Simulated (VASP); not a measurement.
# Ca: single point with LDA

The system is Ca.

```
Ca
1.0
     0.00000    2.79420    2.79420
     2.79420    0.00000    2.79420
     2.79420    2.79420    0.00000
Ca
1
Direct
  0.00000 0.00000 0.00000
```

```
Program                : VASP 6.6.1
Task                   : single point
Functional             : LDA
Potentials or basis    : VASP PAW LDA potentials, release 64 (Ca_sv)
Cutoff                 : 520 eV
k mesh                 : 16 × 16 × 16
Occupations            : gaussian, width 0.15 eV
Spin                   : no spin polarisation
Dipole correction      : no
Further INCAR settings : ALGO = Normal; EDIFF = 1e-06; NBANDS = 11
```

```yaml
Pressure: -2.1 GPa
Band_gap_on_the_k_mesh: zero (bands 5 and 6 overlap by 0.32 eV)
```

Levels at points of the mesh, in eV from the Fermi level:
| k point | band 2 | band 3 | band 4 | band 5 | band 6 | band 7 | band 8 | band 9 |
| --- | --- | --- | --- | --- | --- | --- | --- | --- |
| (0.00, 0.00, 0.00) | -22.86 | -22.86 | -22.86 | -3.96 | 2.16 | 2.16 | 2.16 | 3.18 |
| (0.50, 0.00, 0.00) | -22.99 | -22.88 | -22.88 | -1.03 | -0.13 | 2.06 | 2.06 | 3.84 |
| (0.50, 0.50, 0.00) | -22.98 | -22.91 | -22.91 | -0.46 | 0.51 | 0.94 | 3.84 | 4.02 |

It took 57 s on 1 thread of Intel(R) Xeon(R) Platinum 8488C (Sapphire Rapids), on a shared host, peak memory 0.19 GiB.
